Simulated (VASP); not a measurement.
# SrO (P6_3mc) in VASP: notebook

The runs below take SrO through single point, with PBEsol.

Everything below comes from runs of VASP 6.6.1. Logs are shortened: lines on timing, memory, paths and dates and some standing lists are left out, and cuts for length are marked.

### 1 The cell of the first run

It takes space group P6_3mc (No. 186, hexagonal). Conventional cell: a = 4.233 Å, b = 4.233 Å, c = 5.156 Å, α = 90.00°, β = 90.00°, γ = 120.00°. Within 3.2 Å of Sr (site symmetry 3m) lie 5 O at 2.44 to 2.58 Å. O (site symmetry 3m) has 5 Sr at 2.44 to 2.58 Å within 3.2 Å.

### 2 Single point, PBEsol

INCAR

```
PREC = Accurate
ENCUT = 520
EDIFF = 1E-6
ISMEAR = 0
SIGMA = 0.02
LREAL = F
LASPH = T
NELM = 100
ALGO = Normal
ISIF = 2
LWAVE = F
LCHARG = T
GGA = PS
LELF = T
LVHAR = T
NBANDS = 24
```

KPOINTS

```
Automatic mesh
0
Gamma
  6 6 4
```

POSCAR

```
SrO
1.0
    4.2327113400      0.0000000000      0.0000000000
   -2.1163556700      3.6656353800      0.0000000000
    0.0000000000      0.0000000000      5.1555950000
Sr O
2 2
Direct
    0.3333333333      0.6666666667      0.9381280000
    0.6666666667      0.3333333333      0.4381280000
    0.3333333333      0.6666666667      0.4368720000
    0.6666666667      0.3333333333      0.9368720000
```

Potentials or basis: VASP PAW PBE potentials, release 64 (Sr_sv, O).

On the command line:

```sh
cat potpaw_PBE.64/Sr_sv/POTCAR potpaw_PBE.64/O/POTCAR > POTCAR
mpirun -np 1 vasp_std > vasp.out
```

OUTCAR:

```text
PREC = Accurate
   ENCUT = 520
   EDIFF = 1E-6
   ISMEAR = 0
   LREAL = F
   LASPH = T
   NELM = 100
   ISIF = 2
   GGA = PS

 ion  position               nearest neighbor table
   1  0.333  0.667  0.938-   4 2.44   4 2.44   4 2.44   3 2.57   3 2.58   2 3.55   2 3.55   2 3.55
                             2 3.55   2 3.55   2 3.55
   2  0.667  0.333  0.438-   3 2.44   3 2.44   3 2.44   4 2.57   4 2.58   1 3.55   1 3.55   1 3.55
                             1 3.55   1 3.55   1 3.55
   3  0.333  0.667  0.437-   2 2.44   2 2.44   2 2.44   1 2.57   1 2.58
   4  0.667  0.333  0.937-   1 2.44   1 2.44   1 2.44   2 2.57   2 2.58

  LATTYP: Found a hexagonal cell.
 ALAT       =     4.2327113400
 C/A-ratio  =     1.2180360497

  Lattice vectors:

 A1 = (   4.2327113400,   0.0000000000,   0.0000000000)
 A2 = (  -2.1163556700,   3.6656353800,   0.0000000000)
 A3 = (   0.0000000000,   0.0000000000,   5.1555950000)

Analysis of symmetry for initial positions (statically):
=====================================================================
 Subroutine PRICEL returns:
 Original cell was already a primitive cell.

 Routine SETGRP: Setting up the symmetry group for a
 hexagonal supercell.

 Subroutine GETGRP returns: Found 12 space group operations
 (whereof  6 operations were pure point group operations)
 out of a pool of 24 trial point group operations.

The static configuration has the point symmetry C_3v.
 The point group associated with its full space group is C_6v.

Analysis of symmetry for dynamics (positions and initial velocities):
=====================================================================
 Subroutine PRICEL returns:
 Original cell was already a primitive cell.

 Routine SETGRP: Setting up the symmetry group for a
 hexagonal supercell.

 Subroutine GETGRP returns: Found 12 space group operations
 (whereof  6 operations were pure point group operations)
 out of a pool of 24 trial point group operations.

The dynamic configuration has the point symmetry C_3v.
 The point group associated with its full space group is C_6v.

 Subroutine INISYM returns: Found 12 space group operations
 (whereof  6 operations are pure point group operations),
 and found     1 'primitive' translations

----------------------------------------------------------------------------------------

                                     Primitive cell

  volume of cell :      79.9920

  direct lattice vectors                    reciprocal lattice vectors
     4.232711340  0.000000000  0.000000000     0.236255185  0.136402001  0.000000000
    -2.116355670  3.665635380  0.000000000     0.000000000  0.272804002  0.000000000
     0.000000000  0.000000000  5.155595000     0.000000000  0.000000000  0.193964033

  length of vectors
     4.232711340  4.232711195  5.155595000     0.272803992  0.272804002  0.193964033

  position of ions in fractional coordinates (direct lattice)
     0.333333333  0.666666667  0.938128000
     0.666666667  0.333333333  0.438128000
     0.333333333  0.666666667  0.436872000
     0.666666667  0.333333333  0.936872000

  ion indices of the primitive-cell ions
   primitive index   ion index
                 1           1
                 2           2
                 3           3
                 4           4

----------------------------------------------------------------------------------------

 KPOINTS: Automatic mesh

Automatic generation of k-mesh.
 Grid dimensions read from file:
 generate k-points for:    6    6    4

 Generating k-lattice:

  Cartesian coordinates                     Fractional coordinates (reciprocal lattice)
     0.039375864  0.022733667  0.000000000     0.166666667 -0.000000000  0.000000000
     0.000000000  0.045467334  0.000000000     0.000000000  0.166666667  0.000000000
     0.000000000  0.000000000  0.048491008     0.000000000  0.000000000  0.250000000

  Length of vectors
     0.045467332  0.045467334  0.048491008

  Shift w.r.t. Gamma in fractional coordinates (k-lattice)
     0.000000000  0.000000000  0.000000000

 Subroutine IBZKPT returns following result:
 ===========================================

 Found     21 irreducible k-points:

 Following reciprocal coordinates:
            Coordinates               Weight
  0.000000  0.000000  0.000000      1.000000
  0.166667 -0.000000  0.000000      6.000000
  0.333333 -0.000000  0.000000      6.000000
  0.500000 -0.000000  0.000000      3.000000
  0.166667  0.166667  0.000000      6.000000
  0.333333  0.166667  0.000000     12.000000
[... 13 lines left out ...]
  0.333333  0.166667  0.500000     12.000000
  0.333333  0.333333  0.500000      2.000000
   k-points           NKPTS =     21   k-points in BZ     NKDIM =     21   number of bands    NBANDS=     24
   number of dos      NEDOS =    301   number of ions     NIONS =      4
   total plane-waves  NPLWV =  40960
   dimension x,y,z NGX =    32 NGY =   32 NGZ =   40
   dimension x,y,z NGXF=    64 NGYF=   64 NGZF=   80
   ions per type =               2   2
   NGX,Y,Z   is equivalent  to a cutoff of  12.57, 12.57, 12.90 a.u.
   NGXF,Y,Z  is equivalent  to a cutoff of  25.14, 25.14, 25.80 a.u.
 SYSTEM =  unknown system
   PREC   = accura    normal or accurate (medium, high low for compatibility)
   ISTART =      0    job   : 0-new  1-cont  2-samecut
   ICHARG =      2    charge: 1-file 2-atom 10-const
   ISPIN  =      1    spin polarized calculation?
   LNONCOLLINEAR =      F non collinear calculations
   LSORBIT =      F    spin-orbit coupling
   LASPH  =      T    aspherical Exc in radial PAW
   ENCUT  =  520.0 eV  38.22 Ry    6.18 a.u.   7.87  7.87  9.59*2*pi/ulx,y,z
   NELM   =    100;   NELMIN=  2; NELMDL= -5     # of ELM steps
   EDIFF  = 0.1E-05   stopping-criterion for ELM
   LREAL  =      F    real-space projection
   EDIFFG = 0.1E-04   stopping-criterion for IOM
   NSW    =      0    number of steps for IOM
   IBRION =     -1    ionic relax: 0-MD 1-quasi-New 2-CG
   NFREE  =      0    steps in history (QN), initial steepest desc. (CG)
   ISIF   =      2    stress and relaxation
   ISYM   =      2    0-nonsym 1-usesym 2-fastsym
   POTIM  = 0.5000    time-step for ionic-motion
   TEBEG  =    0.0;   TEEND  =   0.0 temperature during run
   PSTRESS=    0.0 pullay stress
   NELECT =      32.0000    total number of electrons
   NUPDOWN=      -1.0000    fix difference up-down
   EMIN   =  10.00;   EMAX   =-10.00  energy-range for DOS
   EFERMI =   0.00;   METHOD = LEGACY
   ISMEAR =     0;   SIGMA  =   0.02  broadening in eV -4-tet -1-fermi 0-gaus
   EFERMI_NEDOS =   21; number of points for ismear=-14 and -15
   IALGO  =     38    algorithm
   IMIX   =      4    mixing-type and parameters
     AMIX     =   0.40;   BMIX     =  1.00
     AMIX_MAG =   1.60;   BMIX_MAG =  1.00
  volume/ion in A,a.u.               =      20.00       134.95
  Fermi-wavevector in a.u.,A,eV,Ry     =   1.206265  2.279510 19.797488  1.455074
  Thomas-Fermi vector in A             =   2.341937
   LORBIT       =      0    0 simple, 1 ext, 2 COOP (PROOUT), +10 PAW based schemes
   GGA     = PS    functional components
   LHFCALC =     F    Hartree Fock is set to
   AEXX    =    0.0000 exact exchange contribution
   IVDW    =     0    specifies the selected vdW correction
   LEPSILON=     F    determine dielectric tensor
   LRPA    =     F    only Hartree local field effects (RPA)
 non-spin polarized calculation
 Gauss-broadening in eV      SIGMA  =   0.02
  energy-cutoff  :      520.00
  volume of cell :       79.99
 maximum number of plane-waves:      2173
 NGX is ok and might be reduce to    32
   NGX = 15   NGY = 15   NGZ = 19

 number of electron      32.0000010 magnetization

 Free energy of the ion-electron system (eV)
  ---------------------------------------------------
  ext. energy  EPLUGINS =         0.00000000
  ---------------------------------------------------
  free energy    TOTEN  =       -24.98004753 eV

  energy without entropy =      -24.98004753  energy(sigma->0) =      -24.98004753

 E-fermi :   0.7875     XC(G=0):  -9.2660

 val. band max:        0.6503579817   @ k =   0.0000   0.0000   0.0000
 cond. band min:       3.2463652637   @ k =   0.0000   0.0000   0.0000
 fundamental gap:      2.5960072820
 Fermi energy:         0.7875269444

 k-point     1 :       0.0000    0.0000    0.0000
  band No.  band energies     occupation
      1     -31.5333      2.00000
      2     -31.3530      2.00000
      3     -14.2942      2.00000
      4     -14.2852      2.00000
      5     -14.1419      2.00000
      6     -13.7009      2.00000
[... 16 lines left out ...]
     23       9.4075      0.00000
     24       9.5224      0.00000

 k-point     2 :       0.1667   -0.0000    0.0000
  band No.  band energies     occupation
      1     -31.5175      2.00000
      2     -31.3584      2.00000
      3     -14.7706      2.00000
      4     -14.6905      2.00000
      5     -14.0851      2.00000
      6     -13.7416      2.00000
[... 16 lines left out ...]
     23       9.1575      0.00000
     24       9.3101      0.00000

 k-point     3 :       0.3333   -0.0000    0.0000
  band No.  band energies     occupation
      1     -31.4796      2.00000
      2     -31.3753      2.00000
      3     -15.2533      2.00000
      4     -15.1606      2.00000
      5     -13.9330      2.00000
      6     -13.8152      2.00000
[... 16 lines left out ...]
     23       9.0427      0.00000
     24       9.4841      0.00000
[... 433 lines left out ...]
 k-point    20 :       0.3333    0.1667    0.5000
  band No.  band energies     occupation
      1     -31.4205      2.00000
      2     -31.4205      2.00000
      3     -15.7468      2.00000
      4     -15.7468      2.00000
      5     -13.6790      2.00000
      6     -13.6790      2.00000
[... 16 lines left out ...]
     23       9.9018      0.00000
     24       9.9018      0.00000

 k-point    21 :       0.3333    0.3333    0.5000
  band No.  band energies     occupation
      1     -31.4177      2.00000
      2     -31.4177      2.00000
      3     -15.8048      2.00000
      4     -15.8048      2.00000
      5     -13.7367      2.00000
      6     -13.7367      2.00000
[... 16 lines left out ...]
     23      10.0910      0.00000
     24      10.0910      0.00000

------------------------ aborting loop because EDIFF is reached ----------------------------------------

  FORCE on cell =-STRESS in cart. coord.  units (eV):
  Direction    XX          YY          ZZ          XY          YZ          ZX
  --------------------------------------------------------------------------------------
  -------------------------------------------------------------------------------------
  Total        0.1518307      0.1518307     -0.4079781      0.0000000      0.0000000     -0.0000000
  in kB        3.0410487      3.0410484     -8.1714796      0.0000000      0.0000000     -0.0000000
  external PRESSURE =      -0.6964609 kB  Pullay stress =       0.0000000 kB

 VOLUME and BASIS-vectors are now :
 -----------------------------------------------------------------------------
  energy-cutoff  :      520.00
  volume of cell :       79.99
      direct lattice vectors                 reciprocal lattice vectors
     4.232711340  0.000000000  0.000000000     0.236255185  0.136402001  0.000000000
    -2.116355670  3.665635380  0.000000000     0.000000000  0.272804002  0.000000000
     0.000000000  0.000000000  5.155595000     0.000000000  0.000000000  0.193964033

 POSITION                                       TOTAL-FORCE (eV/Angst)
 -----------------------------------------------------------------------------------
     -0.00000      2.44376      4.83661        -0.000000      0.000000     -0.011945
      2.11636      1.22188      2.25881         0.000000     -0.000000     -0.011945
     -0.00000      2.44376      2.25234        -0.000000      0.000000      0.011945
      2.11636      1.22188      4.83013         0.000000     -0.000000      0.011945
 -----------------------------------------------------------------------------------
    total drift:                               -0.000000      0.000000      0.000346

  FREE ENERGIE OF THE ION-ELECTRON SYSTEM (eV)
  ---------------------------------------------------
  free  energy   TOTEN  =       -24.9800475278 eV

  energy  without entropy=      -24.9800475278  energy(sigma->0) =      -24.98004753
```

It took 27 s on 1 thread of AMD EPYC 9R14 (Zen 4), shared host; peak memory 0.17 GiB.

Results:

```
Free energy            : -24.9800 eV
Pressure               : -0.1 GPa
Largest force          : 0.012 eV/Å
Band gap on the k mesh : 2.60 eV, direct
```

Forces in eV/Å, atoms in the order of the input:
```
Sr   0.000  0.000 -0.012
Sr   0.000  0.000 -0.012
O    0.000  0.000  0.012
O    0.000  0.000  0.012
```

Stress tensor (GPa, compression positive):
```
 0.30  0.00  0.00
 0.00  0.30  0.00
 0.00  0.00 -0.82
```

Levels at points of the mesh, in eV from the valence-band top:
| k point | band 14 | band 15 | band 16 | band 17 | band 18 | band 19 |
| --- | --- | --- | --- | --- | --- | --- |
| (0.00, 0.00, 0.00) | -0.90 | -0.32 | 0.00 | 2.60 | 6.14 | 6.14 |
| (0.50, 0.00, 0.00) | -0.36 | -0.32 | -0.24 | 4.28 | 4.78 | 5.04 |
| (0.00, 0.00, 0.50) | -1.11 | -1.11 | -1.11 | 4.32 | 4.32 | 7.93 |
| (0.50, 0.00, 0.50) | -0.90 | -0.40 | -0.40 | 4.90 | 4.90 | 7.41 |

Caveat: the PAW data sets were made with another functional, which shifts forces and pressure a little. As with any semilocal functional, this PBEsol gap is likely too small.

[end of part 1 of 2]
